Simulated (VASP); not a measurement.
Here is a VASP 6.6.1 calculation.

INCAR

```
ALGO = Normal ; EDIFF = 1E-6
ENCUT = 520 ; GGA = PE
ISIF = 2 ; ISMEAR = 0
LASPH = T ; LCHARG = F
LREAL = F ; LWAVE = F
NBANDS = 31 ; NELM = 100
PREC = Accurate ; SIGMA = 0.1
```

The input KPOINTS:

```
k-points
0
Gamma
  12 12 6
```

File POSCAR:

```
Si2Mo
1.0
    3.0720892316      0.0000000000      0.0000000000
    0.0000000000      3.0720892316      0.0000000000
    0.0000000000      0.0000000000      8.0855915515
Si Mo
4 2
Direct
    0.0000000000      0.0000000000      0.3345436844
    0.5000000000      0.5000000000      0.1654563156
    0.5000000000      0.5000000000      0.8345436844
    0.0000000000      0.0000000000      0.6654563156
    0.0000000000      0.0000000000      0.0000000000
    0.5000000000      0.5000000000      0.5000000000
```

Potentials or basis: VASP PAW PBE potentials, release 64 (Si, Mo_sv).

Launch:

```bash
$ cat potpaw_PBE.64/Si/POTCAR potpaw_PBE.64/Mo_sv/POTCAR > POTCAR
$ mpirun -np 1 vasp_std > vasp.out
```

Q: What does it give for the band gap on the k mesh?

A: Zero (bands 22 and 23 overlap by 1.06 eV).

Q: Estimate the pressure.

A: 15.3 GPa.

Stress tensor (GPa, compression positive):
```
24.26  0.00  0.00
 0.00 24.26  0.00
 0.00  0.00 -2.69
```

Caveat: the cell differs from its parent crystal (biaxial strain in the a-b plane: -4.5 %); the stress differs along the axes, from -3 to 24 GPa.
